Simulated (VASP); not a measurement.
Wanted: the native input for a VASP 6.6.1 run.

| Item | Value |
| --- | --- |
| Task | single point |
| Functional | r2SCAN |
| Potentials or basis | VASP PAW PBE potentials, release 64 (Sc_sv) |
| Cutoff | 520 eV |
| k mesh | 6 × 6 × 6 |
| Occupations | gaussian, width 0.1 eV |
| Spin | no spin polarisation |
| Dipole correction | no |
| Further INCAR settings | ALGO = Normal; EDIFF = 1e-07; NBANDS = 54 |

Sc:

```xyz
8
Lattice="6.6584 0.0000 0.0000 -3.3292 5.7663 0.0000 0.0000 0.0000 5.1853" Properties=species:S:1:pos:R:3 pbc="T T T"
Sc    0.0000    1.9221    1.2963
Sc   -1.6646    4.8053    1.2963
Sc    3.3292    1.9221    1.2963
Sc    1.6646    4.8053    1.2963
Sc    1.6646    0.9611    3.8890
Sc    0.0000    3.8442    3.8890
Sc    4.9938    0.9611    3.8890
Sc    3.3292    3.8442    3.8890
```

One way to write it, as run:

POSCAR

```
Sc
1.0
    6.6583727302      0.0000000000      0.0000000000
   -3.3291863651      5.7663199322      0.0000000000
    0.0000000000      0.0000000000      5.1853083438
Sc
8
Direct
    0.1666666667      0.3333333333      0.2500000000
    0.1666666667      0.8333333333      0.2500000000
    0.6666666667      0.3333333333      0.2500000000
    0.6666666667      0.8333333333      0.2500000000
    0.3333333333      0.1666666667      0.7500000000
    0.3333333333      0.6666666667      0.7500000000
    0.8333333333      0.1666666667      0.7500000000
    0.8333333333      0.6666666667      0.7500000000
```

INCAR.step1

```
ALGO = Normal
EDIFF = 1E-4
ENCUT = 520
GGA = PE
ISMEAR = 0
LASPH = T
LCHARG = F
LREAL = F
LWAVE = T
NBANDS = 54
NELM = 100
PREC = Accurate
SIGMA = 0.1
```

INCAR.step2

```
ALGO = Normal
EDIFF = 1E-7
ENCUT = 520
ISIF = 2
ISMEAR = 0
ISTART = 1
LASPH = T
LCHARG = F
LMIXTAU = T
LREAL = F
LWAVE = F
METAGGA = R2SCAN
NBANDS = 54
NELM = 100
PREC = Accurate
SIGMA = 0.1
```

KPOINTS

```
k-points
0
Gamma
  6 6 6
```

Potentials or basis: VASP PAW PBE potentials, release 64 (Sc_sv).

Run with:

```sh
$ cat potpaw_PBE.64/Sc_sv/POTCAR > POTCAR
$ cp INCAR.step1 INCAR
$ mpirun -np 1 vasp_std > vasp.out
$ cp INCAR.step2 INCAR
$ mpirun -np 1 vasp_std > vasp.out
```

Results of the run:

```json
{
  "Pressure": "0.2 GPa",
  "Band gap on the k mesh": "zero (bands 44 and 45 overlap by 0.66 eV)"
}
```

Caveat: the PAW data sets were made with another functional, which shifts forces and pressure a little.

Wall time 14 min on 1 thread of Intel(R) Xeon(R) Platinum 8488C (Sapphire Rapids), with other jobs on the host, peak memory 0.45 GiB.
